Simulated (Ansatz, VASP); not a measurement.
# Two plane-wave programs on Nb

```
Nb
1.0
    -1.62339    1.62339    1.62339
     1.62339   -1.62339    1.62339
     1.62339    1.62339   -1.62339
Nb
1
Direct
  0.00000 0.00000 0.00000
```

Alike in both runs: functional LDA; k mesh 23 × 23 × 23; no spin polarisation.

Ansatz relaxed the structure, and its values are those at the end. VASP's run is a single point on that final structure, the one shown.

```csv
,VASP,Ansatz
version,VASP 6.6.1,Ansatz 0.2.0
potentials or method,"VASP PAW LDA potentials, release 64 (Nb_sv)","plane-wave PAW, scalar-relativistic"
plane-wave cutoff (eV),520,420
occupations,"methfessel-paxton of order 1, width 0.1 eV","cold, width 0.1 eV"
valence electrons in the cell,13,13
```

|  | VASP | Ansatz | Ansatz less VASP |
| --- | --- | --- | --- |
| pressure (GPa) | -0.2 | 0.0 | +0.15 |

LDA's correlation is that of Perdew and Zunger in VASP and of Perdew and Wang (1992) in Ansatz.
